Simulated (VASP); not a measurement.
## SnO2: single point with LDA

Crystal: SnO2.

```
Sn O
1.0
     1.61709    0.93363    5.01662
    -1.61709    0.93363    5.01662
     0.00000   -1.86726    5.01662
Sn O
1 2
Direct
  0.50000 0.50000 0.50000
  0.23717 0.23717 0.23717
  0.76283 0.76283 0.76283
```

This cell differs from its parent crystal: strain +0.0450 x Voigt [0, 0, 1, 0, 0, 0].

```yaml
Program: VASP 6.6.1
Task: single point
Functional: LDA
Potentials_or_basis: VASP PAW LDA potentials, release 64 (Sn_d, O)
Cutoff: 520 eV
k_mesh: 12 × 12 × 12
Occupations: gaussian, width 0.05 eV
Spin: no spin polarisation
Dipole_correction: no
Further_INCAR_settings: ALGO = Normal; EDIFF = 1e-07; NBANDS = 20
```

The pressure is -11.3 GPa, the largest force is 1.179 eV/Å and the band gap on the k mesh is 1.79 eV (least direct gap 1.92 eV).

Forces on the atoms (eV/Å):
```
Sn   0.000  0.000  0.000
O    0.000  0.000 -1.179
O    0.000  0.000  1.179
```

Stress tensor (GPa, compression positive):
```
-11.43   0.00   0.00
  0.00 -11.43   0.00
  0.00   0.00 -10.97
```

Levels at points of the mesh, in eV from the valence-band top:
```tsv
k point	band 11	band 12	band 13	band 14	band 15	band 16
(0.00, 0.00, 0.00)	-0.76	-0.76	-0.13	1.79	5.44	10.74
(0.50, 0.00, 0.00)	-1.46	-0.55	-0.47	4.91	7.25	9.82
(0.50, 0.50, 0.00)	-1.21	-0.45	-0.03	4.67	6.57	10.25
(0.50, 0.50, 0.50)	-1.12	-0.73	-0.73	2.90	5.33	10.86
```

Wall time 6.6 min on 1 thread of Intel(R) Xeon(R) Platinum 8259CL CPU @ 2.50GHz (Skylake/Cascade Lake), with other jobs on the host, peak memory 0.3 GiB.

Caveat: the cell differs from its parent crystal (strain +0.0450 x Voigt [0, 0, 1, 0, 0, 0]); the cell stands under tension; spin-orbit coupling is left out, which moves the levels of the heavy elements; forces of over 1 eV/Å act on the atoms, so gaps and moduli don't describe the material at rest. A k mesh can miss the band edges.
